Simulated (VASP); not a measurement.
Runs of VASP 6.6.1 on Cs3B. The structure is that of space group Im-3m (No. 229), or close to it. The cells are those of the table. 

| task | cell | k mesh | cutoff (eV) | gap on the mesh (eV) | pressure (GPa) | relaxed volume (Å³/atom) |
| --- | --- | --- | --- | --- | --- | --- |
| relaxation of cell and atoms | relaxed from a = 6.777 Å, angles 109.5°, 4 atoms | 8 × 8 × 8 | 600 | none | 0.0 | 60.00 |
| single point | a = 6.777 Å, angles 109.5°, 4 atoms | 10 × 10 × 10 | 520 | none | 0.0 | - |
| single point | a = 6.014 Å, angles 109.5°, 4 atoms | 4 × 4 × 4 | 520 | none | 2.7 | - |
| relaxation of cell and atoms | relaxed from a = 6.014 Å, angles 109.5°, 4 atoms | 10 × 10 × 10 | 600 | none | 0.0 | (a) |
| single point | a = 6.777 Å, angles 109.5°, 4 atoms | 8 × 8 × 8 | 520 | none | 0.0 | - |

Alike in all rows: level PBE; potentials or basis VASP PAW PBE potentials, release 64 (Cs_sv, B); no spin polarisation; smearing gaussian 0.1 eV.

Q: Fill in the values left out.

A: (a) 60.31.

Caveats: spin-orbit coupling is left out, which moves the levels of the heavy elements; the volume moved by over 15 % at a fixed basis, so the end points are rough (some runs).

A k mesh can miss the band edges, and the runs leave out spin-orbit coupling on Cs.

A gap of «none» marks levels without a gap at the run's occupations.
